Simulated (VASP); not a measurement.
# BN (P1) in VASP: single point with r2SCAN

Aim: the single point of BN with r2SCAN.

Everything below comes from runs of VASP 6.6.1. Logs are shortened: lines on timing, memory, paths and dates and some standing lists are left out, and cuts for length are marked.

### Step 1. The cell of the first run

The typed cell holds 4 atoms: a = 2.635 Å, b = 2.552 Å, c = 4.175 Å, α = 87.72°, β = 90.45°, γ = 117.16°.

### Step 2. Single point, r2SCAN (atoms moved at random and the cell strained at random)

Contents of POSCAR:

```
BN
1.0
    2.6338061440      0.0884054033     -0.0109705037
   -1.2403417469      2.2295867898      0.0504190868
   -0.0181565485      0.0858716053      4.1745067521
B N
2 2
Direct
    0.6434647455      0.3533255122      1.0145451120
    0.3881737200      0.6831122600      0.5151935783
    0.6285124679      0.2991957553      0.6550953190
    0.3398490667      0.6643664725      0.0651659908
```

Contents of INCAR.step1:

```
SYSTEM = BN
ALGO = Normal
EDIFF = 1E-4
ENCUT = 520
GGA = PE
ISMEAR = 0
LASPH = .TRUE.
LCHARG = .FALSE.
LREAL = .FALSE.
LWAVE = .TRUE.
NBANDS = 16
NELM = 100
PREC = Accurate
SIGMA = 0.05
```

Contents of INCAR.step2:

```
SYSTEM = BN
ALGO = Normal
EDIFF = 1E-7
ENCUT = 520
ISIF = 2
ISMEAR = 0
ISTART = 1
LASPH = .TRUE.
LCHARG = .FALSE.
LMIXTAU = .TRUE.
LREAL = .FALSE.
LWAVE = .FALSE.
METAGGA = R2SCAN
NBANDS = 16
NELM = 100
PREC = Accurate
SIGMA = 0.05
```

Contents of KPOINTS:

```
k-points
0
G
  12 12 6
  0 0 0
```

Potentials or basis: VASP PAW PBE potentials, release 64 (B, N).

Started as:

```
cat potpaw_PBE.64/B/POTCAR potpaw_PBE.64/N/POTCAR > POTCAR
cp INCAR.step1 INCAR
mpirun -np 1 vasp_std > vasp.out
cp INCAR.step2 INCAR
mpirun -np 1 vasp_std > vasp.out
```

OUTCAR:

```text
SYSTEM = BN
   EDIFF = 1E-7
   ENCUT = 520
   ISIF = 2
   ISMEAR = 0
   ISTART = 1
   LASPH = .TRUE.
   LREAL = .FALSE.
   METAGGA = R2SCAN
   NELM = 100
   PREC = Accurate

 ion  position               nearest neighbor table
   1  0.643  0.353  0.015-   4 1.38   3 1.51   4 1.57   4 1.65
   2  0.388  0.683  0.515-   3 1.49   3 1.54   3 1.87   4 1.88
   3  0.629  0.299  0.655-   2 1.49   1 1.51   2 1.54   2 1.87
   4  0.340  0.664  0.065-   1 1.38   1 1.57   1 1.65   2 1.88

  LATTYP: Found a triclinic cell.
 ALAT       =     2.5518712716
 B/A-ratio  =     1.0326979587
 C/A-ratio  =     1.6362225601
 COS(alpha) =     0.0078179931
 COS(beta)  =     0.0398354799
 COS(gamma) =     0.4565465472

  Lattice vectors:

 A1 = (  -1.2403417469,   2.2295867898,   0.0504190868)
 A2 = (  -2.6338061440,  -0.0884054033,   0.0109705037)
 A3 = (  -0.0181565485,   0.0858716053,   4.1745067521)

Analysis of symmetry for initial positions (statically):
=====================================================================
 Subroutine PRICEL returns:
 Original cell was already a primitive cell.

 Routine SETGRP: Setting up the symmetry group for a
 triclinic supercell.

 Subroutine GETGRP returns: Found  1 space group operations
 (whereof  1 operations were pure point group operations)
 out of a pool of  2 trial point group operations.

The static configuration has the point symmetry C_1 .

Analysis of symmetry for dynamics (positions and initial velocities):
=====================================================================
 Subroutine PRICEL returns:
 Original cell was already a primitive cell.

 Routine SETGRP: Setting up the symmetry group for a
 triclinic supercell.

 Subroutine GETGRP returns: Found  1 space group operations
 (whereof  1 operations were pure point group operations)
 out of a pool of  2 trial point group operations.

The dynamic configuration has the point symmetry C_1 .

 Subroutine INISYM returns: Found  1 space group operations
 (whereof  1 operations are pure point group operations),
 and found     1 'primitive' translations

----------------------------------------------------------------------------------------

                                     Primitive cell

  volume of cell :      24.9609

  direct lattice vectors                    reciprocal lattice vectors
     2.633806144  0.088405403 -0.010970504     0.372706131  0.207400020 -0.002645274
    -1.240341747  2.229586790  0.050419087    -0.014822799  0.440473882 -0.009125229
    -0.018156549  0.085871605  4.174506752     0.001158490 -0.004774937  0.239652521

  length of vectors
     2.635312253  2.551871272  4.175429345     0.426534437  0.440817679  0.239702884

  position of ions in fractional coordinates (direct lattice)
     0.643464745  0.353325512  0.014545112
     0.388173720  0.683112260  0.515193578
     0.628512468  0.299195755  0.655095319
     0.339849067  0.664366472  0.065165991

  ion indices of the primitive-cell ions
   primitive index   ion index
                 1           1
                 2           2
                 3           3
                 4           4

----------------------------------------------------------------------------------------

 KPOINTS: k-points

Automatic generation of k-mesh.
 Grid dimensions read from file:
 generate k-points for:   12   12    6

 Generating k-lattice:

  Cartesian coordinates                     Fractional coordinates (reciprocal lattice)
     0.031058844  0.017283335 -0.000220440     0.083333333 -0.000000000 -0.000000000
    -0.001235233  0.036706157 -0.000760436    -0.000000000  0.083333333  0.000000000
     0.000193082 -0.000795823  0.039942087     0.000000000  0.000000000  0.166666667

  Length of vectors
     0.035544536  0.036734807  0.039950481

  Shift w.r.t. Gamma in fractional coordinates (k-lattice)
     0.000000000  0.000000000  0.000000000

 Subroutine IBZKPT returns following result:
 ===========================================

 Found    436 irreducible k-points:

 Following reciprocal coordinates:
            Coordinates               Weight
  0.000000  0.000000  0.000000      1.000000
  0.083333  0.000000 -0.000000      2.000000
  0.166667  0.000000 -0.000000      2.000000
  0.250000  0.000000 -0.000000      2.000000
  0.333333 -0.000000 -0.000000      2.000000
  0.416667 -0.000000 -0.000000      2.000000
[... 16 lines left out ...]
  0.250000  0.166667 -0.000000      2.000000
  0.333333  0.166667 -0.000000      2.000000
 [... further k-points ...]
   k-points           NKPTS =    436   k-points in BZ     NKDIM =    436   number of bands    NBANDS=     16
   number of dos      NEDOS =    301   number of ions     NIONS =      4
   total plane-waves  NPLWV =  12800
   dimension x,y,z NGX =    20 NGY =   20 NGZ =   32
   dimension x,y,z NGXF=    40 NGYF=   40 NGZF=   64
   ions per type =               2   2
   NGX,Y,Z   is equivalent  to a cutoff of  12.62, 13.03, 12.74 a.u.
   NGXF,Y,Z  is equivalent  to a cutoff of  25.23, 26.06, 25.48 a.u.
 SYSTEM =  BN
   PREC   = accura    normal or accurate (medium, high low for compatibility)
   ISTART =      1    job   : 0-new  1-cont  2-samecut
   ICHARG =      0    charge: 1-file 2-atom 10-const
   ISPIN  =      1    spin polarized calculation?
   LNONCOLLINEAR =      F non collinear calculations
   LSORBIT =      F    spin-orbit coupling
   LASPH  =      T    aspherical Exc in radial PAW
   ENCUT  =  520.0 eV  38.22 Ry    6.18 a.u.   4.90  4.74  7.76*2*pi/ulx,y,z
   NELM   =    100;   NELMIN=  2; NELMDL=  0     # of ELM steps
   EDIFF  = 0.1E-06   stopping-criterion for ELM
   LREAL  =      F    real-space projection
   EDIFFG = 0.1E-05   stopping-criterion for IOM
   NSW    =      0    number of steps for IOM
   IBRION =     -1    ionic relax: 0-MD 1-quasi-New 2-CG
   NFREE  =      0    steps in history (QN), initial steepest desc. (CG)
   ISIF   =      2    stress and relaxation
   ISYM   =      2    0-nonsym 1-usesym 2-fastsym
   POTIM  = 0.5000    time-step for ionic-motion
   TEBEG  =    0.0;   TEEND  =   0.0 temperature during run
   PSTRESS=    0.0 pullay stress
   NELECT =      16.0000    total number of electrons
   NUPDOWN=      -1.0000    fix difference up-down
   EMIN   =  10.00;   EMAX   =-10.00  energy-range for DOS
   EFERMI =   0.00;   METHOD = LEGACY
   ISMEAR =     0;   SIGMA  =   0.05  broadening in eV -4-tet -1-fermi 0-gaus
   EFERMI_NEDOS =   21; number of points for ismear=-14 and -15
   IALGO  =     38    algorithm
   IMIX   =      4    mixing-type and parameters
     AMIX     =   0.40;   BMIX     =  1.00
     AMIX_MAG =   1.60;   BMIX_MAG =  1.00
  volume/ion in A,a.u.               =       6.24        42.11
  Fermi-wavevector in a.u.,A,eV,Ry     =   1.411544  2.667432 27.109027  1.992457
  Thomas-Fermi vector in A             =   2.533385
   LORBIT       =      0    0 simple, 1 ext, 2 COOP (PROOUT), +10 PAW based schemes
   METAGGA = R2SCAN    functional components
   LHFCALC =     F    Hartree Fock is set to
   AEXX    =    0.0000 exact exchange contribution
   IVDW    =     0    specifies the selected vdW correction
   LEPSILON=     F    determine dielectric tensor
   LRPA    =     F    only Hartree local field effects (RPA)
 non-spin polarized calculation
 Gauss-broadening in eV      SIGMA  =   0.05
  energy-cutoff  :      520.00
  volume of cell :       24.96
 maximum number of plane-waves:       684
   NGX =  9   NGY =  9   NGZ = 15

 number of electron      15.9999998 magnetization

 Free energy of the ion-electron system (eV)
  ---------------------------------------------------
  ext. energy  EPLUGINS =         0.00000000
  ---------------------------------------------------
  free energy    TOTEN  =       -35.52620071 eV

  energy without entropy =      -35.52620071  energy(sigma->0) =      -35.52620071

 E-fermi :   8.3208     XC(G=0): -13.3260

 val. band max:        8.0657775064   @ k =   0.0000   0.0000   0.0000
 cond. band min:      11.9450771599   @ k =  -0.0000   0.5000   0.5000
 fundamental gap:      3.8792996535
 Fermi energy:         8.3207518733

 k-point     1 :       0.0000    0.0000    0.0000
  band No.  band energies     occupation
      1     -14.4984      2.00000
      2      -9.5985      2.00000
      3      -3.7859      2.00000
      4       2.7205      2.00000
      5       4.4183      2.00000
      6       5.6130      2.00000
[... 8 lines left out ...]
     15      21.4235      0.00000
     16      24.4095      0.00000

 k-point     2 :       0.0833    0.0000   -0.0000
  band No.  band energies     occupation
      1     -14.3675      2.00000
      2      -9.5091      2.00000
      3      -3.6511      2.00000
      4       2.4879      2.00000
      5       3.6938      2.00000
      6       5.3177      2.00000
[... 8 lines left out ...]
     15      21.6690      0.00000
     16      24.0673      0.00000

 k-point     3 :       0.1667    0.0000   -0.0000
  band No.  band energies     occupation
      1     -13.9817      2.00000
      2      -9.2593      2.00000
      3      -3.2564      2.00000
      4       1.4527      2.00000
      5       2.5221      2.00000
      6       4.7437      2.00000
[... 8 lines left out ...]
     15      22.2682      0.00000
     16      23.3255      0.00000

 k-point     4 :       0.2500    0.0000   -0.0000
  band No.  band energies     occupation
      1     -13.3664      2.00000
      2      -8.9153      2.00000
      3      -2.6400      2.00000
      4      -0.3355      2.00000
      5       1.8740      2.00000
      6       3.3812      2.00000
[... 8 lines left out ...]
     15      22.5162      0.00000
     16      23.7349      0.00000

 k-point     5 :       0.3333   -0.0000   -0.0000
  band No.  band energies     occupation
      1     -12.5843      2.00000
      2      -8.6234      2.00000
      3      -2.1245      2.00000
      4      -1.6674      2.00000
      5       1.3405      2.00000
      6       1.8805      2.00000
[... 8 lines left out ...]
     15      22.8949      0.00000
     16      25.0620      0.00000

 k-point     6 :       0.4167   -0.0000   -0.0000
  band No.  band energies     occupation
      1     -11.7964      2.00000
      2      -8.5804      2.00000
      3      -2.9521      2.00000
      4      -1.0673      2.00000
      5       0.5296      2.00000
      6       1.1819      2.00000
[... 8 lines left out ...]
     15      23.4196      0.00000
     16      26.1687      0.00000
[... 267 lines left out ...]
 k-point    21 :       0.0833    0.1667    0.0000
  band No.  band energies     occupation
      1     -13.5578      2.00000
      2      -9.0415      2.00000
      3      -2.8335      2.00000
      4       0.4280      2.00000
      5       1.7445      2.00000
      6       3.5916      2.00000
[... 8 lines left out ...]
     15      22.7662      0.00000
     16      24.6429      0.00000

 k-point    22 :       0.1667    0.1667   -0.0000
  band No.  band energies     occupation
      1     -12.9657      2.00000
      2      -8.7515      2.00000
      3      -2.2605      2.00000
      4      -0.1961      2.00000
      5       0.1534      2.00000
      6       3.1816      2.00000
[... 8 lines left out ...]
     15      24.1530      0.00000
     16      24.6587      0.00000

 k-point    23 :       0.2500    0.1667   -0.0000
  band No.  band energies     occupation
      1     -12.2093      2.00000
      2      -8.5106      2.00000
      3      -1.7830      2.00000
      4      -1.3305      2.00000
      5      -0.3499      2.00000
      6       2.3167      2.00000
[... 8 lines left out ...]
     15      24.4865      0.00000
     16      25.7584      0.00000

 k-point    24 :       0.3333    0.1667   -0.0000
  band No.  band energies     occupation
      1     -11.4395      2.00000
      2      -8.4820      2.00000
      3      -2.6555      2.00000
      4      -0.8293      2.00000
      5      -0.3620      2.00000
      6       1.0886      2.00000
[... 8 lines left out ...]
     15      24.4212      0.00000
     16      25.9786      0.00000

 [... further k-points ...]

------------------------ aborting loop because EDIFF is reached ----------------------------------------

  FORCE on cell =-STRESS in cart. coord.  units (eV):
  Direction    XX          YY          ZZ          XY          YZ          ZX
  --------------------------------------------------------------------------------------
  -------------------------------------------------------------------------------------
  Total        0.1028433     -1.2873126      5.5059353     -4.1372995     -2.5742853     -0.6828553
  in kB        6.6012443    -82.6292220    353.4115530   -265.5624096   -165.2366255    -43.8306904
  external PRESSURE =      92.4611917 kB  Pullay stress =       0.0000000 kB

 VOLUME and BASIS-vectors are now :
 -----------------------------------------------------------------------------
  energy-cutoff  :      520.00
  volume of cell :       24.96
      direct lattice vectors                 reciprocal lattice vectors
     2.633806144  0.088405403 -0.010970504     0.372706131  0.207400020 -0.002645274
    -1.240341747  2.229586790  0.050419087    -0.014822799  0.440473882 -0.009125229
    -0.018156549  0.085871605  4.174506752     0.001158490 -0.004774937  0.239652521

 POSITION                                       TOTAL-FORCE (eV/Angst)
 -----------------------------------------------------------------------------------
      1.25625      0.84590      0.07147         4.085081     -2.576717     -3.155626
      0.16573      1.60162      2.18086        -1.670953     -0.718487     -0.501775
      1.27238      0.77890      2.74289         1.488567      1.382308     -6.421623
      0.06987      1.51690      0.30180        -3.902694      1.912896     10.079025
 -----------------------------------------------------------------------------------
    total drift:                               -0.000231      0.000181      0.001032

  FREE ENERGIE OF THE ION-ELECTRON SYSTEM (eV)
  ---------------------------------------------------
  free  energy   TOTEN  =       -35.5262007088 eV

  energy  without entropy=      -35.5262007088  energy(sigma->0) =      -35.52620071
```

Wall time 3.9 min (1 thread of Intel Xeon 6975P-C (Granite Rapids), shared host); peak memory 0.24 GiB.

What came out:

| Property | Result |
| --- | --- |
| Free energy | -35.5262 eV |
| Pressure | 9.2 GPa |
| Largest force | 10.976 eV/Å |
| Band gap on the k mesh | 3.88 eV (least direct gap 4.91 eV) |

Forces in eV/Å, atoms in the order of the input:
```
B    4.085 -2.577 -3.156
B   -1.671 -0.718 -0.502
N    1.489  1.382 -6.422
N   -3.903  1.913 10.079
```

Stress tensor (GPa, compression positive):
```
  0.66 -26.56  -4.38
-26.56  -8.26 -16.52
 -4.38 -16.52  35.34
```

Levels at points of the mesh, in eV from the valence-band top:
| k point | band 6 | band 7 | band 8 | band 9 | band 10 | band 11 |
| --- | --- | --- | --- | --- | --- | --- |
| (0.00, 0.00, 0.00) | -2.45 | -1.29 | 0.00 | 4.91 | 6.26 | 7.23 |
| (0.50, 0.00, 0.00) | -7.02 | -4.32 | -3.28 | 5.25 | 6.95 | 8.28 |
| (0.00, 0.50, 0.00) | -6.83 | -4.94 | -2.98 | 4.25 | 6.56 | 7.96 |
| (0.50, 0.50, 0.00) | -7.04 | -5.24 | -3.25 | 3.95 | 6.73 | 7.74 |
| (0.00, 0.00, 0.50) | -3.58 | -2.73 | -1.19 | 5.42 | 6.10 | 6.57 |
| (0.50, 0.00, 0.50) | -5.30 | -4.64 | -2.89 | 4.72 | 6.01 | 7.51 |
| (0.00, 0.50, 0.50) | -4.62 | -4.05 | -2.71 | 3.88 | 5.32 | 6.60 |
| (0.50, 0.50, 0.50) | -5.38 | -3.75 | -2.85 | 4.17 | 4.37 | 6.66 |

Caveat: the cell differs from its parent crystal (atoms moved at random and the cell strained at random); the stress differs along the axes, from -8 to 35 GPa; the PAW data sets were made with another functional, which shifts forces and pressure a little. A k mesh can miss the band edges.
